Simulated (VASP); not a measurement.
Here is a VASP 6.6.1 calculation.

Contents of INCAR:

```
ALGO = Normal
DIPOL = 0.5 0.5 0.298
EDIFF = 1E-7
ENCUT = 520
GGA = PE
IDIPOL = 3
ISIF = 2
ISMEAR = 0
LASPH = True
LCHARG = False
LDIPOL = True
LREAL = False
LWAVE = False
NBANDS = 28
NELM = 80
PREC = Accurate
SIGMA = 0.02
```

The input KPOINTS:

```
k-points
0
Gamma
  6 6 1
```

Contents of POSCAR:

```
PbO
1.0
    4.0487530006      0.0000000000      0.0000000000
    0.0000000000      4.0487530006      0.0000000000
    0.0000000000      0.0000000000     28.5226884000
Pb O
2 2
Direct
    0.0000000000      0.5000000000      0.3399117381
    0.5000000000      0.0000000000      0.2561050105
    0.0000000000      0.0000000000      0.2980083743
    0.5000000000      0.5000000000      0.2980083743
```

Potentials or basis: VASP PAW PBE potentials, release 64 (Pb_d, O).

Command:

```console
$ cat potpaw_PBE.64/Pb_d/POTCAR potpaw_PBE.64/O/POTCAR > POTCAR
$ mpirun -np 1 vasp_std > vasp.out
```

(1) What does it give for the largest force?

(2) Predict the band gap on the k mesh.

## Answers

(1) 0.035 eV/Å.

(2) 2.48 eV, direct.

Caveat: spin-orbit coupling is left out, which moves the levels of the heavy elements.
